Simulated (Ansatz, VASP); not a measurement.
**One calculation of B, two programs**

The input INCAR:

```
SYSTEM = B
ALGO = Normal
EDIFF = 1E-6
ENCUT = 520
GGA = CA
GGA_COMPAT = .FALSE.
ISIF = 2
ISMEAR = -1
LASPH = .TRUE.
LCHARG = .FALSE.
LNONCOLLINEAR = .TRUE.
LORBIT = 11
LORBMOM = .TRUE.
LREAL = .FALSE.
LSORBIT = .TRUE.
LWAVE = .FALSE.
MAGMOM = 0 0 0 0 0 0
NBANDS = 18
NELM = 150
PREC = Accurate
SIGMA = 0.1
```

Contents of KPOINTS:

```
k-points
0
G
  21 21 5
  0 0 0
```

The input POSCAR:

```
B
1.0
    1.6962388030      0.0000000000      0.0000000000
   -0.8481194015      1.4689858943      0.0000000000
    0.0000000000      0.0000000000      6.9341498130
B
2
Direct
    0.3333333333      0.6666666667      0.2500000000
    0.6666666667      0.3333333333      0.7500000000
```

Input for Ansatz:

```yaml
crystal:
  lattice:
    - [1.696238803, 0.0, 0.0]
    - [-0.8481194015, 1.4689858943, 0.0]
    - [0.0, 0.0, 6.934149813]
  atoms:
    - { symbol: B, position: [0.3333333333, 0.6666666667, 0.25] }
    - { symbol: B, position: [0.6666666667, 0.3333333333, 0.75] }
hamiltonian:
  xc: lda
  pseudopotentials:
    kind: paw_fr
    azcp:
      B: "pseudopotentials/B.paw.azcp"
basis:
  ecutwfc: 420
  fft_grid_basis: typed
kpoints:
  mp_grid: { grid: [21, 21, 5], shift: [0, 0, 0] }
magnetization:
  noncollinear: true
  spin_orbit: true
scf:
  occupations: { method: fermi_dirac, width: 0.1 }
```

Alike in both runs: task single point; functional LDA; k mesh 21 × 21 × 5; occupations fermi-dirac, width 0.1 eV; non-collinear spin, spin-orbit coupling.

|  | VASP | Ansatz |
| --- | --- | --- |
| version | VASP 6.6.1 | Ansatz 0.2.0 |
| potentials or method | VASP PAW LDA potentials, release 64 (B), cutoff 520 eV | plane waves (420 eV) with PAW, fully relativistic with spin-orbit coupling |
| valence electrons in the cell | 6 | 6 |

```csv
,VASP,Ansatz,Ansatz less VASP
net moment per atom (μB),0.00,0.00,0.000
```

Ansatz warns that its potentials were made for another functional, while VASP's fit it. LDA's correlation is that of Perdew and Zunger in VASP and of Perdew and Wang (1992) in Ansatz.
